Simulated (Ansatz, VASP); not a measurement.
# Two plane-wave programs on Si

```
Si
1.0
     0.00000    2.72210    2.72210
     2.72210    0.00000    2.72210
     2.72210    2.72210    0.00000
Si
2
Direct
  0.75000 0.75000 0.75000
  0.50000 0.50000 0.50000
```

Alike in both runs: task single point; functional r2SCAN; k mesh 8 × 8 × 8; occupations gaussian, width 0.02 eV; no spin polarisation.

|  | VASP | Ansatz |
| --- | --- | --- |
| version | VASP 6.6.1 | Ansatz 0.2.0 |
| potentials or method | VASP PAW PBE potentials, release 64 (Si), cutoff 550 eV | scalar-relativistic, plane waves, PAW |
| valence electrons in the cell | 8 | 8 |

|  | VASP | Ansatz | Ansatz less VASP |
| --- | --- | --- | --- |
| gap on the k mesh at the Fermi level (eV) | 0.83 | 0.81 | -0.015 |
| least direct gap on the mesh (eV) | 2.75 | 2.74 | -0.016 |
| pressure (GPa) | -0.2 | 0.0 | +0.24 |

VASP's potentials were made for PBE, not for r2SCAN.
